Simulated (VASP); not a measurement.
Runs of VASP 6.6.1 on Y. The structure is that of space group P6_3/mmc (No. 194), or close to it. The cells are those of the table. 

```tsv
cell	k mesh	cutoff (eV)	gap on the mesh (eV)	pressure (GPa)
a = 3.734, b = 3.734, c = 5.833 Å, angles 90.0, 90.0, 120.0°, 2 atoms	16 × 16 × 9	520	none	(b)
a = 3.585, b = 3.585, c = 5.599 Å, angles 90.0, 90.0, 120.0°, 2 atoms	16 × 16 × 9	520	none	3.5
a = 3.532, b = 3.532, c = 5.517 Å, angles 90.0, 90.0, 120.0°, 2 atoms	16 × 16 × 9	520	none	(a)
a = 3.636, b = 3.636, c = 5.679 Å, angles 90.0, 90.0, 120.0°, 2 atoms	16 × 16 × 9	520	none	1.6
a = 3.686, b = 3.686, c = 5.757 Å, angles 90.0, 90.0, 120.0°, 2 atoms	5 × 5 × 3	500	none	0.0
```

Alike in all rows: task single point; level revPBE; potentials or basis VASP PAW PBE potentials, release 64 (Y_sv); no spin polarisation; smearing fermi-dirac 0.1 eV.

Estimate the missing entries.

(a) 5.8; (b) -1.5.

Caveats: some runs use coarse meshes; the PAW data sets were made with another functional, which shifts forces and pressure a little.

A k mesh can miss the band edges, and the runs leave out spin-orbit coupling on Y.

A gap of «none» marks levels without a gap at the run's occupations.
